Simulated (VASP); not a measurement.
Input of a VASP 6.6.1 run:

File INCAR:

```
SYSTEM = Ag
  PREC = Accurate
  ENCUT = 520
  EDIFF = 1E-6
  ISMEAR = 0
  SIGMA = 0.15
  LREAL = .FALSE.
  LASPH = .TRUE.
  NELM = 100
  ALGO = Fast
  ISIF = 2
  LWAVE = .FALSE.
  LCHARG = .FALSE.
  GGA = PS
  ISYM = 0
  NBANDS = 30
```

Contents of KPOINTS:

```
Automatic mesh
0
G
  17 17 5
  0 0 0
```

The input POSCAR:

```
Ag
1.0
   -1.6556540000      1.6556540000     -1.6556540000
   -1.6556540000     -1.6556540000      1.6556540000
    0.0000000000      8.2782700000      4.9669620000
Ag
4
Direct
   -0.4375000000      0.4375000000      0.8750000000
    0.4375000000      0.5625000000      0.1250000000
   -0.1875000000      0.1875000000      0.3750000000
    0.1875000000      0.8125000000      0.6250000000
```

Potentials or basis: VASP PAW PBE potentials, release 64 (Ag).

Run with:

```console
$ cat potpaw_PBE.64/Ag/POTCAR > POTCAR
$ mpirun -np 1 vasp_std > vasp.out
```

Question: What does it give for the largest force?

Answer: 3.272 eV/Å.

Question: Estimate the band gap on the k mesh.

Answer: Zero (bands 22 and 23 overlap by 6.51 eV).

Forces in eV/Å, atoms in the order of the input:
```
Ag   0.000 -2.313 -2.315
Ag   0.000  2.313  2.315
Ag   0.000  0.036  0.036
Ag   0.000 -0.036 -0.036
```

Caveat: the cell differs from its parent crystal (the part above a cut slid along it); the PAW data sets were made with another functional, which shifts forces and pressure a little.
